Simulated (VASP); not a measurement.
# Na4F (Im-3m) in VASP: further runs

Na4F is run at these levels: PBE; tasks: single point, relaxation of cell and atoms.

Program: VASP 6.6.1. These are calculated values, not measurements. Logs are shortened: lines on timing, memory, paths and dates and some standing lists are left out, and cuts for length are marked.

## (1) The cell of the first run

The structure is cubic, space group Im-3m (No. 229). Conventional cell: a = 6.349 Å, b = 6.349 Å, c = 6.349 Å, α = 90.00°, β = 90.00°, γ = 90.00°. Na (site symmetry -3m) has 2 F at 2.75 Å and 6 Na at 3.17 Å within 3.6 Å. F (site symmetry m-3m) has 8 Na at 2.75 Å within 3.6 Å.

## (2) Single point, PBE

Input file INCAR:

```
SYSTEM = Na4F
PREC = Accurate ; ENCUT = 520
EDIFF = 1E-6 ; ISMEAR = 0
SIGMA = 0.1 ; LREAL = .FALSE.
LASPH = .TRUE. ; NELM = 100
ALGO = Normal ; ISIF = 2
LWAVE = .FALSE. ; LCHARG = .FALSE.
GGA = PE ; NBANDS = 26
```

Input file KPOINTS:

```
Automatic mesh
0
G
  8 8 8
  0 0 0
```

Input file POSCAR:

```
Na4F
1.0
   -3.1747390255      3.1747390255      3.1747390255
    3.1747390255     -3.1747390255      3.1747390255
    3.1747390255      3.1747390255     -3.1747390255
Na F
4 1
Direct
    0.5000000000      0.5000000000      0.5000000000
    0.0000000000      0.0000000000      0.5000000000
    0.0000000000      0.5000000000      0.0000000000
    0.5000000000      0.0000000000      0.0000000000
    0.0000000000      0.0000000000      0.0000000000
```

Potentials or basis: VASP PAW PBE potentials, release 64 (Na_pv, F).

On the command line:

```sh
> cat potpaw_PBE.64/Na_pv/POTCAR potpaw_PBE.64/F/POTCAR > POTCAR
> mpirun -np 1 vasp_std > vasp.out
```

OUTCAR:

```text
SYSTEM = Na4F
   PREC = Accurate
   ENCUT = 520
   EDIFF = 1E-6
   ISMEAR = 0
   LREAL = .FALSE.
   LASPH = .TRUE.
   NELM = 100
   ISIF = 2
   GGA = PE

 ion  position               nearest neighbor table
   1  0.500  0.500  0.500-
   2  0.000  0.000  0.500-
   3  0.000  0.500  0.000-
   4  0.500  0.000  0.000-
   5  0.000  0.000  0.000-

  LATTYP: Found a body centered cubic cell.
 ALAT       =     6.3494780510

  Lattice vectors:

 A1 = (  -3.1747390255,   3.1747390255,   3.1747390255)
 A2 = (   3.1747390255,  -3.1747390255,   3.1747390255)
 A3 = (   3.1747390255,   3.1747390255,  -3.1747390255)

Analysis of symmetry for initial positions (statically):
=====================================================================
 Subroutine PRICEL returns:
 Original cell was already a primitive cell.

 Routine SETGRP: Setting up the symmetry group for a
 body centered cubic supercell.

 Subroutine GETGRP returns: Found 48 space group operations
 (whereof 48 operations were pure point group operations)
 out of a pool of 48 trial point group operations.

The static configuration has the point symmetry O_h .

Analysis of symmetry for dynamics (positions and initial velocities):
=====================================================================
 Subroutine PRICEL returns:
 Original cell was already a primitive cell.

 Routine SETGRP: Setting up the symmetry group for a
 body centered cubic supercell.

 Subroutine GETGRP returns: Found 48 space group operations
 (whereof 48 operations were pure point group operations)
 out of a pool of 48 trial point group operations.

The dynamic configuration has the point symmetry O_h .

 Subroutine INISYM returns: Found 48 space group operations
 (whereof 48 operations are pure point group operations),
 and found     1 'primitive' translations

----------------------------------------------------------------------------------------

                                     Primitive cell

  volume of cell :     127.9924

  direct lattice vectors                    reciprocal lattice vectors
    -3.174739026  3.174739026  3.174739026     0.000000000  0.157493260  0.157493260
     3.174739026 -3.174739026  3.174739026     0.157493260  0.000000000  0.157493260
     3.174739026  3.174739026 -3.174739026     0.157493260  0.157493260  0.000000000

  length of vectors
     5.498809293  5.498809293  5.498809293     0.222729105  0.222729105  0.222729105

  position of ions in fractional coordinates (direct lattice)
     0.500000000  0.500000000  0.500000000
     0.000000000  0.000000000  0.500000000
     0.000000000  0.500000000  0.000000000
     0.500000000  0.000000000  0.000000000
     0.000000000  0.000000000  0.000000000

  ion indices of the primitive-cell ions
   primitive index   ion index
                 1           1
                 2           2
                 3           3
                 4           4
                 5           5

----------------------------------------------------------------------------------------

 KPOINTS: Automatic mesh

Automatic generation of k-mesh.
 Grid dimensions read from file:
 generate k-points for:    8    8    8

 Generating k-lattice:

  Cartesian coordinates                     Fractional coordinates (reciprocal lattice)
     0.000000000  0.019686658  0.019686658     0.125000000  0.000000000  0.000000000
     0.019686658  0.000000000  0.019686658     0.000000000  0.125000000  0.000000000
     0.019686658  0.019686658  0.000000000     0.000000000  0.000000000  0.125000000

  Length of vectors
     0.027841138  0.027841138  0.027841138

  Shift w.r.t. Gamma in fractional coordinates (k-lattice)
     0.000000000  0.000000000  0.000000000

 Subroutine IBZKPT returns following result:
 ===========================================

 Found     29 irreducible k-points:

 Following reciprocal coordinates:
            Coordinates               Weight
  0.000000  0.000000  0.000000      1.000000
  0.125000  0.000000  0.000000     12.000000
  0.250000  0.000000  0.000000     12.000000
  0.375000  0.000000  0.000000     12.000000
  0.500000  0.000000  0.000000      6.000000
  0.125000  0.125000  0.000000     24.000000
[... 16 lines left out ...]
 -0.250000  0.250000  0.250000      6.000000
 -0.375000  0.375000  0.250000     24.000000
 [... further k-points ...]
   k-points           NKPTS =     29   k-points in BZ     NKDIM =     29   number of bands    NBANDS=     26
   number of dos      NEDOS =    301   number of ions     NIONS =      5
   total plane-waves  NPLWV =  74088
   dimension x,y,z NGX =    42 NGY =   42 NGZ =   42
   dimension x,y,z NGXF=    84 NGYF=   84 NGZF=   84
   ions per type =               4   1
   NGX,Y,Z   is equivalent  to a cutoff of  12.70, 12.70, 12.70 a.u.
   NGXF,Y,Z  is equivalent  to a cutoff of  25.40, 25.40, 25.40 a.u.
 SYSTEM =  Na4F
   PREC   = accura    normal or accurate (medium, high low for compatibility)
   ISTART =      0    job   : 0-new  1-cont  2-samecut
   ICHARG =      2    charge: 1-file 2-atom 10-const
   ISPIN  =      1    spin polarized calculation?
   LNONCOLLINEAR =      F non collinear calculations
   LSORBIT =      F    spin-orbit coupling
   LASPH  =      T    aspherical Exc in radial PAW
   ENCUT  =  520.0 eV  38.22 Ry    6.18 a.u.  10.22 10.22 10.22*2*pi/ulx,y,z
   NELM   =    100;   NELMIN=  2; NELMDL= -5     # of ELM steps
   EDIFF  = 0.1E-05   stopping-criterion for ELM
   LREAL  =      F    real-space projection
   EDIFFG = 0.1E-04   stopping-criterion for IOM
   NSW    =      0    number of steps for IOM
   IBRION =     -1    ionic relax: 0-MD 1-quasi-New 2-CG
   NFREE  =      0    steps in history (QN), initial steepest desc. (CG)
   ISIF   =      2    stress and relaxation
   ISYM   =      2    0-nonsym 1-usesym 2-fastsym
   POTIM  = 0.5000    time-step for ionic-motion
   TEBEG  =    0.0;   TEEND  =   0.0 temperature during run
   PSTRESS=    0.0 pullay stress
   NELECT =      35.0000    total number of electrons
   NUPDOWN=      -1.0000    fix difference up-down
   EMIN   =  10.00;   EMAX   =-10.00  energy-range for DOS
   EFERMI =   0.00;   METHOD = LEGACY
   ISMEAR =     0;   SIGMA  =   0.10  broadening in eV -4-tet -1-fermi 0-gaus
   EFERMI_NEDOS =   21; number of points for ismear=-14 and -15
   IALGO  =     38    algorithm
   IMIX   =      4    mixing-type and parameters
     AMIX     =   0.40;   BMIX     =  1.00
     AMIX_MAG =   1.60;   BMIX_MAG =  1.00
  volume/ion in A,a.u.               =      25.60       172.75
  Fermi-wavevector in a.u.,A,eV,Ry     =   1.062599  2.008021 15.362570  1.129117
  Thomas-Fermi vector in A             =   2.198055
   LORBIT       =      0    0 simple, 1 ext, 2 COOP (PROOUT), +10 PAW based schemes
   GGA     = PE    functional components
   LHFCALC =     F    Hartree Fock is set to
   AEXX    =    0.0000 exact exchange contribution
   IVDW    =     0    specifies the selected vdW correction
   LEPSILON=     F    determine dielectric tensor
   LRPA    =     F    only Hartree local field effects (RPA)
 non-spin polarized calculation
 Gauss-broadening in eV      SIGMA  =   0.10
  energy-cutoff  :      520.00
  volume of cell :      127.99
 maximum number of plane-waves:      3468
 NGX is ok and might be reduce to    42
   NGX = 21   NGY = 21   NGZ = 21

 number of electron      35.0000056 magnetization

 Free energy of the ion-electron system (eV)
  ---------------------------------------------------
  ext. energy  EPLUGINS =         0.00000000
  ---------------------------------------------------
  free energy    TOTEN  =       -11.07803187 eV

  energy without entropy =      -11.07111294  energy(sigma->0) =      -11.07457240

 E-fermi :   1.1371     XC(G=0):  -7.2179

 val. band max:        1.1042555625   @ k =   0.3750   0.0000   0.0000
 cond. band min:       1.1808761422   @ k =  -0.3750   0.3750   0.1250
 fundamental gap:      0.0766205798
 Fermi energy:         1.1370782596

 k-point     1 :       0.0000    0.0000    0.0000
  band No.  band energies     occupation
      1     -24.0804      2.00000
      2     -24.0804      2.00000
      3     -24.0804      2.00000
      4     -24.0642      2.00000
      5     -24.0642      2.00000
      6     -24.0642      2.00000
[... 18 lines left out ...]
     25       6.1110      0.00000
     26       6.3258      0.00000

 k-point     2 :       0.1250    0.0000    0.0000
  band No.  band energies     occupation
      1     -24.0792      2.00000
      2     -24.0791      2.00000
      3     -24.0767      2.00000
      4     -24.0641      2.00000
      5     -24.0627      2.00000
      6     -24.0605      2.00000
[... 18 lines left out ...]
     25       6.5085      0.00000
     26       6.6163      0.00000

 k-point     3 :       0.2500    0.0000    0.0000
  band No.  band energies     occupation
      1     -24.0772      2.00000
      2     -24.0765      2.00000
      3     -24.0660      2.00000
      4     -24.0617      2.00000
      5     -24.0572      2.00000
      6     -24.0502      2.00000
[... 18 lines left out ...]
     25       7.1163      0.00000
     26       7.6502      0.00000

 k-point     4 :       0.3750    0.0000    0.0000
  band No.  band energies     occupation
      1     -24.0770      2.00000
      2     -24.0751      2.00000
      3     -24.0536      2.00000
      4     -24.0502      2.00000
      5     -24.0475      2.00000
      6     -24.0352      2.00000
[... 18 lines left out ...]
     25       7.6945      0.00000
     26       8.6076      0.00000
[... 496 lines left out ...]
      1     -24.0392      2.00000
      2     -24.0392      2.00000
      3     -24.0392      2.00000
      4     -24.0355      2.00000
      5     -24.0355      2.00000
      6     -24.0355      2.00000
[... 18 lines left out ...]
     25       7.1030      0.00000
     26       8.2635      0.00000

 k-point    23 :      -0.2500    0.2500    0.2500
  band No.  band energies     occupation
      1     -24.0868      2.00000
      2     -24.0797      2.00000
      3     -24.0679      2.00000
      4     -24.0679      2.00000
      5     -24.0427      2.00000
      6     -24.0282      2.00000
[... 18 lines left out ...]
     25       6.8962      0.00000
     26       6.9604      0.00000

 k-point    24 :      -0.3750    0.3750    0.2500
  band No.  band energies     occupation
      1     -24.0878      2.00000
      2     -24.0829      2.00000
      3     -24.0659      2.00000
      4     -24.0621      2.00000
      5     -24.0619      2.00000
      6     -24.0367      2.00000
[... 18 lines left out ...]
     25       7.7425      0.00000
     26       7.8491      0.00000

 [... further k-points ...]
[... 5 lines left out ...]
  --------------------------------------------------------------------------------------
  -------------------------------------------------------------------------------------
  Total       -0.0441973     -0.0441973     -0.0441973     -0.0000000     -0.0000000      0.0000000
  in kB       -0.5532515     -0.5532515     -0.5532515     -0.0000000     -0.0000000      0.0000000
  external PRESSURE =      -0.5532515 kB  Pullay stress =       0.0000000 kB

 VOLUME and BASIS-vectors are now :
 -----------------------------------------------------------------------------
  energy-cutoff  :      520.00
  volume of cell :      127.99
      direct lattice vectors                 reciprocal lattice vectors
    -3.174739026  3.174739026  3.174739026     0.000000000  0.157493260  0.157493260
     3.174739026 -3.174739026  3.174739026     0.157493260  0.000000000  0.157493260
     3.174739026  3.174739026 -3.174739026     0.157493260  0.157493260  0.000000000

 POSITION                                       TOTAL-FORCE (eV/Angst)
 -----------------------------------------------------------------------------------
      1.58737      1.58737      1.58737        -0.000000      0.000000     -0.000000
      1.58737      1.58737     -1.58737         0.000000     -0.000000     -0.000000
      1.58737     -1.58737      1.58737        -0.000000      0.000000      0.000000
     -1.58737      1.58737      1.58737        -0.000000     -0.000000      0.000000
      0.00000      0.00000      0.00000         0.000000     -0.000000     -0.000000
 -----------------------------------------------------------------------------------
    total drift:                               -0.000000     -0.000000      0.000000

  FREE ENERGIE OF THE ION-ELECTRON SYSTEM (eV)
  ---------------------------------------------------
  free  energy   TOTEN  =       -11.0780318655 eV

  energy  without entropy=      -11.0711129385  energy(sigma->0) =      -11.07457240
```

It took 50 s on 1 thread of AMD EPYC 9R45 (Zen 5), shared host; peak memory 0.25 GiB.

What came out:

```yaml
Free_energy: -11.0780 eV
Pressure: -0.1 GPa
```

Caveat: an odd number of electrons without spin polarisation forces a metal; a magnetic or distorted state may lie lower.

## (3) Single point, PBE

Input file INCAR:

```
SYSTEM = Na4F
PREC = Accurate ; ENCUT = 520
EDIFF = 1E-7 ; ISMEAR = 0
SIGMA = 0.1 ; LREAL = .False.
LASPH = .True. ; NELM = 100
ALGO = Normal ; ISIF = 2
LWAVE = .False. ; LCHARG = .False.
GGA = PE ; NBANDS = 26
```

Input file KPOINTS:

```
regular mesh
0
Gamma
  8 8 8
  0 0 0
```

POSCAR is that of step 2.

Potentials or basis: VASP PAW PBE potentials, release 64 (Na_pv, F).

On the command line:

```sh
> cat potpaw_PBE.64/Na_pv/POTCAR potpaw_PBE.64/F/POTCAR > POTCAR
> mpirun -np 1 vasp_std > vasp.out
```

Run time: 64 s. Hardware: 1 thread of AMD EPYC 9R45 (Zen 5), shared host; peak memory 0.25 GiB.

Results (log left out):

```yaml
Free_energy: -11.0780 eV
Pressure: -0.1 GPa
```

Levels at points of the mesh, in eV from the Fermi level:
| k point | band 13 | band 14 | band 15 | band 16 | band 17 | band 18 | band 19 | band 20 | band 21 | band 22 |
| --- | --- | --- | --- | --- | --- | --- | --- | --- | --- | --- |
| (0.00, 0.00, 0.00) | -23.27 | -5.00 | -5.00 | -5.00 | -3.04 | 3.32 | 3.32 | 3.41 | 3.41 | 3.41 |
| (0.50, 0.00, 0.00) | -23.25 | -5.18 | -5.05 | -5.01 | -1.09 | -0.91 | 2.08 | 2.23 | 3.08 | 3.67 |
| (0.50, 0.50, 0.50) | -23.22 | -5.12 | -5.12 | -5.12 | -0.06 | -0.06 | 1.21 | 1.21 | 1.21 | 2.34 |

Caveat: an odd number of electrons without spin polarisation forces a metal; a magnetic or distorted state may lie lower.

(Continued in part 2 of 2.)
